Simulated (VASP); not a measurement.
LiH:

```
Li H
1.0
     2.88040    0.00000    0.00000
    -1.44020    2.49450    0.00000
     0.00000    0.00000    7.05551
Li H
3 3
Direct
  0.00000 0.00000 0.00000
  0.33333 0.66667 0.33333
  0.66667 0.33333 0.66667
  0.66667 0.33333 0.16667
  0.00000 0.00000 0.50000
  0.33333 0.66667 0.83333
```

* Program: VASP 6.6.1
* Task: relaxation of cell and atoms
* Functional: PBE
* Potentials or basis: VASP PAW PBE potentials, release 64 (Li_sv, H)
* Cutoff: 600 eV
* k mesh: 9 × 9 × 4
* Occupations: gaussian, width 0.02 eV
* Spin: no spin polarisation

At the start: pressure -1.9 GPa; volume 8.45 Å³/atom.

Q: How do energy, volume and symmetry change on relaxing?

A: Over 3 steps the energy falls by 2.8 meV/atom and the volume is 7.98 Å³/atom (-5.6 %); space group Fm-3m (No. 225, to 0.1 Å) before and after.

The path:
| step | energy change (eV) | largest force (eV/Å) | pressure (GPa) | volume (Å³) |
| --- | --- | --- | --- | --- |
| 1 | 0.0000 | 0.0000 | -1.86 | 50.69 |
| 2 | -0.0073 | 0.0000 | -1.42 | 49.98 |
| 3 | -0.0167 | 0.0000 | 0.03 | 47.88 |

Final structure:
```
Li H
1.0
     2.82601    0.00000    0.00000
    -1.41300    2.44739    0.00000
     0.00000    0.00000    6.92222
Li H
3 3
Direct
  0.00000 0.00000 0.00000
  0.33333 0.66667 0.33333
  0.66667 0.33333 0.66667
  0.66667 0.33333 0.16667
  0.00000 0.00000 0.50000
  0.33333 0.66667 0.83333
```

Caveat: the cutoff is under 1.25 times the usual one of these potentials, so pressure, stress and relaxed cells hold a basis-set (Pulay) error.
